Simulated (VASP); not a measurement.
Input of a VASP 6.6.1 run:

The input POSCAR:

```
AlH3
1.0
    4.2417890000      0.0000000000      0.0000000000
   -2.1208940000      3.6734970000      0.0000000000
   -2.1208940000      1.2244990000      3.7611130000
Al H
2 6
Direct
    0.0000000000      0.0000000000      0.0000000000
    0.5000000000      0.5000000000      0.5000000000
    0.8800000000      0.7500000000      0.7500000000
    0.2500000000      0.3800000000      0.7500000000
    0.6200000000      0.1200000000      0.7500000000
    0.1200000000      0.2500000000      0.2500000000
    0.7500000000      0.6200000000      0.2500000000
    0.3800000000      0.8800000000      0.2500000000
```

The input INCAR.step1:

```
ALGO = Normal
EDIFF = 1E-4
ENCUT = 520
GGA = PE
ISMEAR = 0
LASPH = True
LCHARG = False
LREAL = False
LWAVE = True
NBANDS = 16
NELM = 100
PREC = Accurate
SIGMA = 0.0184
```

Contents of INCAR.step2:

```
ALGO = Normal
EDIFF = 1E-7
ENCUT = 520
ISIF = 2
ISMEAR = 0
ISTART = 1
LASPH = True
LCHARG = False
LMIXTAU = True
LREAL = False
LWAVE = False
METAGGA = R2SCAN
NBANDS = 16
NELM = 100
PREC = Accurate
SIGMA = 0.0184
```

Contents of KPOINTS:

```
k-points
0
Gamma
  8 8 8
```

Potentials or basis: VASP PAW PBE potentials, release 64 (Al, H).

Launch:

```bash
$ cat potpaw_PBE.64/Al/POTCAR potpaw_PBE.64/H/POTCAR > POTCAR
$ cp INCAR.step1 INCAR
$ mpirun -np 1 vasp_std > vasp.out
$ cp INCAR.step2 INCAR
$ mpirun -np 1 vasp_std > vasp.out
```

Problem. Estimate the band gap on the k mesh.

Solution. 4.02 eV (least direct gap 4.15 eV).

Problem. Predict the largest force.

Solution. 0.319 eV/Å.

Problem. What does it give for the pressure?

Solution. 11.5 GPa.

Forces on the atoms (eV/Å):
```
Al   0.000  0.000  0.000
Al   0.000  0.000  0.000
H    0.319  0.000  0.000
H   -0.160  0.276  0.000
H   -0.160 -0.276  0.000
H   -0.319  0.000  0.000
H    0.160 -0.276  0.000
H    0.160  0.276  0.000
```

Caveat: the cell stands under pressure; the PAW data sets were made with another functional, which shifts forces and pressure a little. A k mesh can miss the band edges.
